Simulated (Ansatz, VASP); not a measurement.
# Two plane-wave programs on Si3N4

File INCAR:

```
SYSTEM = Si3N4
ALGO     = Normal         ! electronic algorithm
EDIFF    = 1E-8           ! SCF threshold, eV
ENCUT    = 520            ! plane-wave cutoff, eV
GGA      = PE             ! functional
ISIF     = 2              ! what is computed and relaxed
ISMEAR   = -1             ! smearing method
LASPH    = .True.         ! aspherical terms in the spheres
LCHARG   = .False.        ! write CHGCAR
LEFG     = .True.       
LREAL    = .False.        ! projectors in reciprocal space
LWAVE    = .False.        ! write WAVECAR
NBANDS   = 45             ! bands
NELM     = 80             ! most SCF steps
PREC     = Accurate       ! precision mode
SIGMA    = 0.02           ! smearing width, eV
```

The input KPOINTS:

```
k-points
0
Gamma
  4 4 9
  0 0 0
```

The input POSCAR:

```
Si3N4
1.0
    7.6322000000      0.0000000000      0.0000000000
   -3.8161000000      6.6096790868      0.0000000000
    0.0000000000      0.0000000000      2.9191000000
Si N
6 8
Direct
    0.1952000000      0.7656000000      0.2500000000
    0.4296000000      0.1952000000      0.7500000000
    0.2344000000      0.4296000000      0.2500000000
    0.8048000000      0.2344000000      0.7500000000
    0.5704000000      0.8048000000      0.2500000000
    0.7656000000      0.5704000000      0.7500000000
    0.3333333333      0.6666666667      0.2500000000
    0.6666666667      0.3333333333      0.7500000000
    0.3394000000      0.0362000000      0.2500000000
    0.3032000000      0.3394000000      0.7500000000
    0.9638000000      0.3032000000      0.2500000000
    0.6606000000      0.9638000000      0.7500000000
    0.6968000000      0.6606000000      0.2500000000
    0.0362000000      0.6968000000      0.7500000000
```

Input for Ansatz:

```yaml
crystal:
  lattice:
    - [7.6322, 0.0, 0.0]
    - [-3.8161, 6.6096790868, 0.0]
    - [0.0, 0.0, 2.9191]
  atoms:
    - { symbol: Si, position: [0.1952, 0.7656, 0.25] }
    - { symbol: Si, position: [0.4296, 0.1952, 0.75] }
    - { symbol: Si, position: [0.2344, 0.4296, 0.25] }
    - { symbol: Si, position: [0.8048, 0.2344, 0.75] }
    - { symbol: Si, position: [0.5704, 0.8048, 0.25] }
    - { symbol: Si, position: [0.7656, 0.5704, 0.75] }
    - { symbol: "N", position: [0.3333333333, 0.6666666667, 0.25] }
    - { symbol: "N", position: [0.6666666667, 0.3333333333, 0.75] }
    - { symbol: "N", position: [0.3394, 0.0362, 0.25] }
    - { symbol: "N", position: [0.3032, 0.3394, 0.75] }
    - { symbol: "N", position: [0.9638, 0.3032, 0.25] }
    - { symbol: "N", position: [0.6606, 0.9638, 0.75] }
    - { symbol: "N", position: [0.6968, 0.6606, 0.25] }
    - { symbol: "N", position: [0.0362, 0.6968, 0.75] }
kpoints:
  mp_grid: { grid: [4, 4, 9] }
scf:
  occupations: { method: fermi_dirac, width: 0.02 }
hamiltonian:
  xc: pbe
  pseudopotentials: { kind: paw, frozen_core: stored }
output:
  forces: true
  stress: true
  populations: true
  efg: { quadrupole_moments_barn: { "N": 0.02044 } }
  write_density: true
  write_potential: true
  elf: true
  volumetric_format: npy
```

Alike in both runs: task electric field gradients; functional PBE; k mesh 4 × 4 × 9; occupations fermi-dirac, width 0.02 eV; no spin polarisation.

|  | VASP | Ansatz |
| --- | --- | --- |
| version | VASP 6.6.1 | Ansatz 0.2.0 |
| potentials or method | VASP PAW PBE potentials, release 64 (Si, N) | plane-wave PAW, scalar-relativistic |
| plane-wave cutoff (eV) | 520 | 420 |
| valence electrons in the cell | 64 | 64 |

```csv
,VASP,Ansatz,Ansatz less VASP
gap on the k mesh at the Fermi level (eV),3.66,3.66,+0.005
pressure (GPa),10.5,10.8,+0.27
"traceless stress, the component that is largest in VASP (GPa)",-17.98,-18.05,-0.071
rms of the force components (eV/Å),3.552,3.558,+0.0064
size of Vzz on the site where it differs most (V/Å²),50.4,42.9,-7.49
```

Atom by atom the forces differ by 0.007 eV/Å (rms over components).
